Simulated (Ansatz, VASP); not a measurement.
## Two plane-wave programs on ZrB2

```
CELL_PARAMETERS angstrom
3.17000 0.00000 0.00000
-1.58500 2.74530 0.00000
0.00000 0.00000 3.53300
ATOMIC_POSITIONS crystal
Zr 0.00000 0.00000 0.00000
B 0.33333 0.66667 0.50000
B 0.66667 0.33333 0.50000
```

Alike in both runs: task relaxation of cell and atoms; functional PBE; k mesh 11 × 11 × 9; occupations fermi-dirac, width 0.1 eV; no spin polarisation.

|  | VASP | Ansatz |
| --- | --- | --- |
| version | VASP 6.6.1 | Ansatz 0.2.0 |
| potentials or method | VASP PAW PBE potentials, release 64 (Zr_sv, B), cutoff 600 eV | PAW plane waves |
| valence electrons in the cell | 18 | 18 |

Ansatz gave:

```
gap on the k mesh at the Fermi level, each at its own relaxed structure (eV) : none
relaxed volume (Å³/atom)                                                     : 10.28
relaxed cell length with the largest relative difference (Å)                 : 3.543
```

Question: Estimate VASP's values.

Answer: gap on the k mesh at the Fermi level, each at its own relaxed structure (eV): none; relaxed volume (Å³/atom): 10.29; relaxed cell length with the largest relative difference (Å): 3.544.

A gap of «none» marks a metal or a gap that the smearing closes.
